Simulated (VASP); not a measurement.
BaNb3:

```
Ba Nb
1.0
     4.36762    0.00000    0.00000
     0.00000    4.36762    0.00000
     0.00000    0.00000    4.36762
Ba Nb
1 3
Direct
  0.00000 0.00000 0.00000
  0.00000 0.50000 0.50000
  0.50000 0.00000 0.50000
  0.50000 0.50000 0.00000
```

```yaml
Program: VASP 6.6.1
Task: relaxation of cell and atoms
Functional: PBE
Potentials_or_basis: VASP PAW PBE potentials, release 64 (Ba_sv, Nb_sv)
Cutoff: 600 eV
k_mesh: 4 × 4 × 4
Occupations: gaussian, width 0.1 eV
Spin: no spin polarisation
```

At the start: pressure 7.4 GPa; volume 20.83 Å³/atom.

Problem. Where does the relaxation end?

Solution. Over 3 steps the energy falls by 33.4 meV/atom and the volume is 22.39 Å³/atom (+7.5 %); space group Pm-3m (No. 221, to 0.05 Å).

The path:
| step | energy change (eV) | largest force (eV/Å) | pressure (GPa) | volume (Å³) |
| --- | --- | --- | --- | --- |
| 1 | 0.0000 | 0.0000 | 7.37 | 83.32 |
| 2 | -0.0393 | 0.0000 | -4.82 | 95.42 |
| 3 | -0.1335 | 0.0000 | -0.06 | 89.57 |

Final structure:
```
Ba Nb
1.0
     4.47419    0.00000    0.00000
     0.00000    4.47419    0.00000
     0.00000    0.00000    4.47419
Ba Nb
1 3
Cartesian
  0.0000 0.0000 0.0000
  0.0000 2.2371 2.2371
  2.2371 0.0000 2.2371
  2.2371 2.2371 0.0000
```
